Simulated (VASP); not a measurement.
Runs of VASP 6.6.1 on Ag. The structure is that of space group P6/mmm (No. 191), or close to it. The cells are those of the table. This isn't the form of Ag at room conditions, which is fcc.

| task | cell | k mesh | cutoff (eV) | gap on the mesh (eV) | pressure (GPa) |
| --- | --- | --- | --- | --- | --- |
| single point | a = 4.494, b = 4.494, c = 2.692 Å, angles 90.0, 90.0, 120.0°, 3 atoms | 9 × 9 × 13 | 520 | none | (a) |
| single point | a = 4.366, b = 4.366, c = 2.615 Å, angles 90.0, 90.0, 120.0°, 3 atoms | 9 × 9 × 13 | 520 | none | 24.2 |
| relaxation of cell and atoms | relaxed from a = 4.585, b = 4.585, c = 2.811 Å, angles 90.0, 90.0, 120.0°, 3 atoms | 8 × 8 × 11 | 600 | none | 0.1 |
| single point | a = 4.674, b = 4.674, c = 2.799 Å, angles 90.0, 90.0, 120.0°, 3 atoms | 9 × 9 × 13 | 520 | none | -8.0 |
| single point | a = 4.431, b = 4.431, c = 2.654 Å, angles 90.0, 90.0, 120.0°, 3 atoms | 9 × 9 × 13 | 520 | none | 14.0 |
| single point | a = 4.556, b = 4.556, c = 2.729 Å, angles 90.0, 90.0, 120.0°, 3 atoms | 8 × 8 × 11 | 520 | none | 0.1 |
| single point | a = 4.556, b = 4.556, c = 2.729 Å, angles 90.0, 90.0, 120.0°, 3 atoms | 9 × 9 × 13 | 520 | none | 0.1 |

Alike in all rows: level LDA; potentials or basis VASP PAW LDA potentials, release 64 (Ag); no spin polarisation; smearing fermi-dirac 0.1 eV.

Task: Fill in the values left out.

Result: (a) 6.1.

Caveats: the cell stands under pressure (at least some runs); the cell stands under tension (at least some runs).

A k mesh can miss the band edges, and the runs leave out spin-orbit coupling on Ag.

A gap of «none» marks levels without a gap at the run's occupations.
